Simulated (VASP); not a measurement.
# Cu in VASP: single point with PBEsol

Aim: the single point of Cu with PBEsol.

Program: VASP 6.6.1. These are calculated values, not measurements. Logs are shortened: lines on timing, memory, paths and dates and some standing lists are left out, and cuts for length are marked.

## 1. The cell of the first run

The cell holds a slab with vacuum, 12 atoms: a = 2.521 Å, b = 4.827 Å, c = 26.250 Å, α = 90.00°, β = 90.00°, γ = 105.14°.

## 2. Single point, PBEsol

The input, INCAR:

```
PREC = Accurate
ENCUT = 520
EDIFF = 1E-6
ISMEAR = 0
SIGMA = 0.1
LREAL = F
LASPH = T
NELM = 80
ALGO = Fast
ISIF = 2
LWAVE = F
LCHARG = F
LDIPOL = T
IDIPOL = 3
DIPOL = 0.5 0.5 0.500
GGA = PS
NBANDS = 78
ISYM = 0
```

The input, KPOINTS:

```
regular mesh
0
Gamma
  14 8 1
```

The input, POSCAR:

```
Cu
1.0
    2.5205910259      0.0000000000      0.0000000000
   -1.2602955130      4.6594847538      0.0000000000
    0.0000000000      0.0000000000     26.2497401493
Cu
12
Direct
    0.4512519579      0.9005157364      0.2926425579
    0.7836785747      0.5642344619      0.3453030187
    0.0574416952      0.1138940256      0.3607003859
    0.3929194295      0.7831531717      0.4202076020
    0.6610837998      0.3226855389      0.4328623388
    1.0009060635      0.9997526988      0.4936212115
    0.2672653147      0.5365905059      0.5063789131
    0.6070878090      0.2136577255      0.5671377600
    0.8752521604      0.7531900262      0.5797923891
    0.2107300282      0.4224492135      0.6392996521
    0.4844927642      0.9721081133      0.6546967901
    0.8169204512      0.6358288786      0.7073573809
```

Potentials or basis: VASP PAW PBE potentials, release 64 (Cu).

Launch:

```bash
$ cat potpaw_PBE.64/Cu/POTCAR > POTCAR
$ mpirun -np 1 vasp_std > vasp.out
```

OUTCAR:

```text
PREC = Accurate
   ENCUT = 520
   EDIFF = 1E-6
   ISMEAR = 0
   LREAL = F
   LASPH = T
   NELM = 80
   ISIF = 2
   GGA = PS
   ISYM = 0

 ion  position               nearest neighbor table
   1  0.451  0.901  0.293-   3 2.40   3 2.40   2 2.44   2 2.44
   2  0.784  0.564  0.345-   1 2.44   1 2.44   3 2.48   3 2.48   4 2.55   4 2.55   5 2.56   3 2.59

   3  0.057  0.114  0.361-   1 2.40   1 2.40   5 2.47   5 2.48   2 2.48   2 2.48   4 2.53   4 2.53
                             2 2.59
   4  0.393  0.783  0.420-   5 2.51   5 2.51   6 2.51   6 2.51   3 2.53   3 2.53   5 2.54   7 2.54
                             2 2.55   2 2.55
   5  0.661  0.323  0.433-   3 2.47   3 2.48   4 2.51   7 2.51   7 2.51   4 2.51   6 2.53   6 2.53
                             4 2.54   2 2.56
   6  0.001  1.000  0.494-   8 2.51   8 2.51   4 2.51   4 2.51   7 2.52   7 2.52   7 2.52   5 2.53
                             5 2.53   9 2.54
   7  0.267  0.537  0.506-   5 2.51   5 2.51   9 2.51   9 2.51   6 2.52   6 2.52   6 2.52   8 2.53
                             8 2.53   4 2.54
   8  0.607  0.214  0.567-  10 2.47  10 2.48   9 2.51   6 2.51   6 2.51   9 2.51   7 2.53   7 2.53
                             9 2.54  11 2.56
   9  0.875  0.753  0.580-   8 2.51   8 2.51   7 2.51   7 2.51  10 2.53  10 2.53   8 2.54   6 2.54
                            11 2.55  11 2.55
  10  0.211  0.422  0.639-  12 2.40  12 2.40   8 2.47   8 2.48  11 2.48  11 2.48   9 2.53   9 2.53
                            11 2.59
  11  0.484  0.972  0.655-  12 2.44  12 2.44  10 2.48  10 2.48   9 2.55   9 2.55   8 2.56  10 2.59

  12  0.817  0.636  0.707-  10 2.40  10 2.40  11 2.44  11 2.44

IMPORTANT INFORMATION: All symmetrisations will be switched off!
NOSYMM: (Re-)initialisation of all symmetry stuff for point group C_1.

----------------------------------------------------------------------------------------

                                     Primitive cell

  volume of cell :     308.2942

  direct lattice vectors                    reciprocal lattice vectors
     2.520591026  0.000000000  0.000000000     0.396732350  0.107308002  0.000000000
    -1.260295513  4.659484754  0.000000000     0.000000000  0.214616004  0.000000000
     0.000000000  0.000000000 26.249740149     0.000000000  0.000000000  0.038095615

  length of vectors
     2.520591026  4.826918577 26.249740149     0.410988521  0.214616004  0.038095615

  position of ions in fractional coordinates (direct lattice)
     0.451251958  0.900515736  0.292642558
     0.783678575  0.564234462  0.345303019
     0.057441695  0.113894026  0.360700386
     0.392919429  0.783153172  0.420207602
     0.661083800  0.322685539  0.432862339
     0.000906063  0.999752699  0.493621211
     0.267265315  0.536590506  0.506378913
     0.607087809  0.213657725  0.567137760
     0.875252160  0.753190026  0.579792389
     0.210730028  0.422449214  0.639299652
     0.484492764  0.972108113  0.654696790
     0.816920451  0.635828879  0.707357381

  ion indices of the primitive-cell ions
   primitive index   ion index
                 1           1
                 2           2
                 3           3
                 4           4
                 5           5
                 6           6
                 7           7
                 8           8
                 9           9
                10          10
                11          11
                12          12

----------------------------------------------------------------------------------------

 KPOINTS: regular mesh

Automatic generation of k-mesh.
 Grid dimensions read from file:
 generate k-points for:   14    8    1

 Generating k-lattice:

  Cartesian coordinates                     Fractional coordinates (reciprocal lattice)
     0.028338025  0.007664857  0.000000000     0.071428571  0.000000000  0.000000000
     0.000000000  0.026827001  0.000000000     0.000000000  0.125000000  0.000000000
     0.000000000  0.000000000  0.038095615     0.000000000  0.000000000  1.000000000

  Length of vectors
     0.029356323  0.026827001  0.038095615

  Shift w.r.t. Gamma in fractional coordinates (k-lattice)
     0.000000000  0.000000000  0.000000000

 -----------------------------------------------------------------------------
|                                                                             |
|           W    W    AA    RRRRR   N    N  II  N    N   GGGG   !!!           |
|           W    W   A  A   R    R  NN   N  II  NN   N  G    G  !!!           |
|           W    W  A    A  R    R  N N  N  II  N N  N  G       !!!           |
|           W WW W  AAAAAA  RRRRR   N  N N  II  N  N N  G  GGG   !            |
|           WW  WW  A    A  R   R   N   NN  II  N   NN  G    G                |
|           W    W  A    A  R    R  N    N  II  N    N   GGGG   !!!           |
|                                                                             |
|     Your reciprocal lattice and k-lattice belong to different lattice       |
|     classes:                                                                |
|                                                                             |
|        The reciprocal lattice is base centered orthorhombic,                |
|        whereas your k-lattice is simple monoclinic.                         |
|                                                                             |
|     Results are often still useful ...                                      |
|                                                                             |
 -----------------------------------------------------------------------------

 WARNING: IBZKPT: internal override: KBLOWUP is changed to .FALSE.
      ... skipping the blow-up phase ...

 Subroutine IBZKPT returns following result:
 ===========================================

 Found     58 irreducible k-points:

 Following reciprocal coordinates:
            Coordinates               Weight
  0.000000  0.000000  0.000000      1.000000
  0.071429  0.000000  0.000000      2.000000
  0.142857  0.000000  0.000000      2.000000
  0.214286  0.000000  0.000000      2.000000
  0.285714  0.000000  0.000000      2.000000
  0.357143  0.000000  0.000000      2.000000
[... 16 lines left out ...]
  0.000000  0.250000  0.000000      2.000000
  0.071429  0.250000  0.000000      2.000000
 [... further k-points ...]
   k-points           NKPTS =     58   k-points in BZ     NKDIM =     58   number of bands    NBANDS=     78
   number of dos      NEDOS =    301   number of ions     NIONS =     12
   total plane-waves  NPLWV = 141120
   dimension x,y,z NGX =    20 NGY =   36 NGZ =  196
   dimension x,y,z NGXF=    40 NGYF=   72 NGZF=  392
   ions per type =              12
   NGX,Y,Z   is equivalent  to a cutoff of  13.19, 12.40, 12.41 a.u.
   NGXF,Y,Z  is equivalent  to a cutoff of  26.38, 24.80, 24.83 a.u.
 SYSTEM =  unknown system
   PREC   = accura    normal or accurate (medium, high low for compatibility)
   ISTART =      0    job   : 0-new  1-cont  2-samecut
   ICHARG =      2    charge: 1-file 2-atom 10-const
   ISPIN  =      1    spin polarized calculation?
   LNONCOLLINEAR =      F non collinear calculations
   LSORBIT =      F    spin-orbit coupling
   LASPH  =      T    aspherical Exc in radial PAW
   ENCUT  =  520.0 eV  38.22 Ry    6.18 a.u.   4.69  8.97 48.81*2*pi/ulx,y,z
   NELM   =     80;   NELMIN=  2; NELMDL= -5     # of ELM steps
   EDIFF  = 0.1E-05   stopping-criterion for ELM
   LREAL  =      F    real-space projection
   EDIFFG = 0.1E-04   stopping-criterion for IOM
   NSW    =      0    number of steps for IOM
   IBRION =     -1    ionic relax: 0-MD 1-quasi-New 2-CG
   NFREE  =      0    steps in history (QN), initial steepest desc. (CG)
   ISIF   =      2    stress and relaxation
   ISYM   =      0    0-nonsym 1-usesym 2-fastsym
   POTIM  = 0.5000    time-step for ionic-motion
   TEBEG  =    0.0;   TEEND  =   0.0 temperature during run
   PSTRESS=    0.0 pullay stress
   NELECT =     132.0000    total number of electrons
   NUPDOWN=      -1.0000    fix difference up-down
   EMIN   =  10.00;   EMAX   =-10.00  energy-range for DOS
   EFERMI =   0.00;   METHOD = LEGACY
   ISMEAR =     0;   SIGMA  =   0.10  broadening in eV -4-tet -1-fermi 0-gaus
   EFERMI_NEDOS =   21; number of points for ismear=-14 and -15
   IALGO  =     68    algorithm
   IMIX   =      4    mixing-type and parameters
     AMIX     =   0.40;   BMIX     =  1.00
     AMIX_MAG =   1.60;   BMIX_MAG =  1.00
  volume/ion in A,a.u.               =      25.69       173.37
  Fermi-wavevector in a.u.,A,eV,Ry     =   1.233894  2.331721 20.714780  1.522493
  Thomas-Fermi vector in A             =   2.368606
   LORBIT       =      0    0 simple, 1 ext, 2 COOP (PROOUT), +10 PAW based schemes
   GGA     = PS    functional components
   LHFCALC =     F    Hartree Fock is set to
   AEXX    =    0.0000 exact exchange contribution
   IVDW    =     0    specifies the selected vdW correction
   LEPSILON=     F    determine dielectric tensor
   LRPA    =     F    only Hartree local field effects (RPA)
 non-spin polarized calculation
 RMM-DIIS sequential band-by-band and
 Gauss-broadening in eV      SIGMA  =   0.10
  energy-cutoff  :      520.00
  volume of cell :      308.29
 maximum number of plane-waves:      8360
   NGX =  9   NGY = 17   NGZ = 97

 dipolmoment           0.000000      0.000000     -0.000000 electrons x Angstroem

 number of electron     131.9999981 magnetization

 dipolmoment           0.000000      0.000000      0.000000 electrons x Angstroem

 Free energy of the ion-electron system (eV)
  ---------------------------------------------------
  ext. energy  EPLUGINS =         0.00000000
  ---------------------------------------------------
  free energy    TOTEN  =       -48.48497145 eV

  energy without entropy =      -48.45962937  energy(sigma->0) =      -48.47230041

 E-fermi :   1.0642     XC(G=0):  -6.6038

 val. band max:        1.0620833145   @ k =   0.5000   0.1250   0.0000
 cond. band min:       1.0645720230   @ k =   0.5000   0.3750   0.0000
 fundamental gap:      0.0024887086
 Fermi energy:         1.0642416557

 k-point     1 :       0.0000    0.0000    0.0000
  band No.  band energies     occupation
      1      -8.3848      2.00000
      2      -7.6011      2.00000
      3      -6.4196      2.00000
      4      -5.1581      2.00000
      5      -4.2782      2.00000
      6      -4.1754      2.00000
[... 70 lines left out ...]
     77       5.4983      0.00000
     78       5.8053      0.00000

 k-point     2 :       0.0714    0.0000    0.0000
  band No.  band energies     occupation
      1      -8.2489      2.00000
      2      -7.4692      2.00000
      3      -6.2951      2.00000
      4      -5.0474      2.00000
      5      -4.1933      2.00000
      6      -4.1095      2.00000
[... 70 lines left out ...]
     77       5.5940      0.00000
     78       5.9235      0.00000
[... 1699 lines left out ...]
     77       6.1335      0.00000
     78       6.2514      0.00000

 k-point    24 :       0.0714    0.2500    0.0000
  band No.  band energies     occupation
      1      -7.6777      2.00000
      2      -6.9242      2.00000
      3      -5.8138      2.00000
      4      -5.0982      2.00000
      5      -4.7232      2.00000
      6      -4.6085      2.00000
[... 70 lines left out ...]
     77       6.4612      0.00000
     78       6.5407      0.00000

 [... further k-points ...]

------------------------ aborting loop because EDIFF is reached ----------------------------------------

 vacuum level on the upper side and lower side of the slab       (xc-potential included)        -0.147        -0.147

  FORCE on cell =-STRESS in cart. coord.  units (eV):
  Direction    XX          YY          ZZ          XY          YZ          ZX
  --------------------------------------------------------------------------------------
  -------------------------------------------------------------------------------------
  Total       -1.1051843     -1.2250240      0.4829916     -0.2322363     -0.0956330     -0.0026358
  in kB       -5.7435448     -6.3663410      2.5100642     -1.2069112     -0.4969965     -0.0136981
  external PRESSURE =      -3.1999405 kB  Pullay stress =       0.0000000 kB

 VOLUME and BASIS-vectors are now :
 -----------------------------------------------------------------------------
  energy-cutoff  :      520.00
  volume of cell :      308.29
      direct lattice vectors                 reciprocal lattice vectors
     2.520591026  0.000000000  0.000000000     0.396732350  0.107308002  0.000000000
    -1.260295513  4.659484754  0.000000000     0.000000000  0.214616004  0.000000000
     0.000000000  0.000000000 26.249740149     0.000000000  0.000000000  0.038095615

 POSITION                                       TOTAL-FORCE (eV/Angst)
 -----------------------------------------------------------------------------------
      0.00251      4.19594      7.68179        -0.000312      0.013347     -0.040360
      1.26423      2.62904      9.06411        -0.000045     -0.012422     -0.012664
      0.00125      0.53069      9.46829        -0.000059      0.009543     -0.000067
      0.00338      3.64909     11.03034        -0.000535     -0.007422     -0.006474
      1.25964      1.50355     11.36252         0.000234      0.003858     -0.001488
     -1.25770      4.65833     12.95743        -0.000626     -0.000712      0.005893
     -0.00260      2.50024     13.29231         0.000993     -0.000064     -0.006010
      1.26095      0.99553     14.88722        -0.000514     -0.003093      0.002107
      1.25691      3.50948     15.21940         0.001056      0.008090      0.006002
     -0.00125      1.96840     16.78145        -0.000473     -0.008607     -0.000356
     -0.00394      4.52952     17.18562        -0.000107      0.011590      0.013536
      1.25779      2.96263     18.56795         0.000389     -0.014107      0.039880
 -----------------------------------------------------------------------------------
    total drift:                               -0.001559      0.001126      0.000536

  FREE ENERGIE OF THE ION-ELECTRON SYSTEM (eV)
  ---------------------------------------------------
  free  energy   TOTEN  =       -48.4849714545 eV

  energy  without entropy=      -48.4596293732  energy(sigma->0) =      -48.47230041

 vacuum level on the upper side and lower side of the slab         5.335         5.335
```

Run time: 67 min. Hardware: 1 thread of Oxide Virtual Turin-like, shared host; peak memory 0.96 GiB.

What came out:

```yaml
Free_energy: -48.4850 eV
Largest_force: 0.043 eV/Å
Band_gap_on_the_k_mesh: zero (bands 66 and 67 overlap by 3.20 eV)
```

Forces on the atoms (eV/Å):
```
Cu   0.000  0.013 -0.040
Cu   0.000 -0.012 -0.013
Cu   0.000  0.010  0.000
Cu  -0.001 -0.007 -0.006
Cu   0.000  0.004 -0.001
Cu  -0.001 -0.001  0.006
Cu   0.001  0.000 -0.006
Cu  -0.001 -0.003  0.002
Cu   0.001  0.008  0.006
Cu   0.000 -0.009  0.000
Cu   0.000  0.012  0.014
Cu   0.000 -0.014  0.040
```

Caveat: the PAW data sets were made with another functional, which shifts forces and pressure a little.
